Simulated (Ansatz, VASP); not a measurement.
## One calculation of GaP, two programs

INCAR

```
SYSTEM = GaP
PREC = Accurate
ENCUT = 520
EDIFF = 1E-6
ISMEAR = -1
SIGMA = 0.02
LREAL = .False.
LASPH = .True.
NELM = 80
ALGO = Normal
ISIF = 2
LWAVE = .False.
LCHARG = .False.
GGA = PE
NBANDS = 16
```

The input KPOINTS:

```
Automatic mesh
0
Gamma
  8 8 8
  0 0 0
```

POSCAR

```
GaP
1.0
    0.0000000000      2.7253992947      2.7076841993
    2.7253992947      0.0000000000      2.7076841993
    2.7253992947      2.7253992947      0.0000000000
Ga P
1 1
Direct
    0.0000000000      0.0000000000      0.0000000000
    0.2500000000      0.2500000000      0.2500000000
```

Input for Ansatz:

```yaml
crystal:
  lattice:
    - [0.0, 2.7253992947, 2.7076841993]
    - [2.7253992947, 0.0, 2.7076841993]
    - [2.7253992947, 2.7253992947, 0.0]
  atoms:
    - { symbol: Ga, position: [0.0, 0.0, 0.0] }
    - { symbol: P, position: [0.25, 0.25, 0.25] }
kpoints:
  mp_grid: { grid: [8, 8, 8] }
  band_path:
    path:
      - [0.0, 0.0, 0.0]
      - [-0.5, -0.5, 0.0]
      - [-0.375, -0.375, 0.25]
      - [-0.375, 0.0, 0.375]
      - [0.0, 0.0, 0.5]
      - [-0.5, -0.25, 0.25]
      - [0.424479, 0.424479, 0.0]
    npoints: 1
hamiltonian:
  xc: pbe
scf:
  occupations: { method: fermi_dirac, width: 0.02 }
  n_extra_bands: 4
output:
  forces: true
  stress: true
  eigenvalues: true
```

Change from the starting cell: uniaxial_z strain -0.7%.

Alike in both runs: task single point; functional PBE; k mesh 8 × 8 × 8; occupations fermi-dirac, width 0.02 eV; no spin polarisation.

```csv
,VASP,Ansatz
version,VASP 6.6.1,Ansatz 0.2.0
potentials or method,"VASP PAW PBE potentials, release 64 (Ga_d, P)","plane waves, PAW"
plane-wave cutoff (eV),520,420
valence electrons in the cell,18,18
```

```csv
,VASP,Ansatz,Ansatz less VASP
gap on the k mesh at the Fermi level (eV),1.57,1.57,0.000
pressure (GPa),3.0,3.1,+0.09
"traceless stress, the component that is largest in VASP (GPa)",0.32,0.32,-0.001
```

With one functional, cell and mesh, what is left measures potentials, basis and numerics.
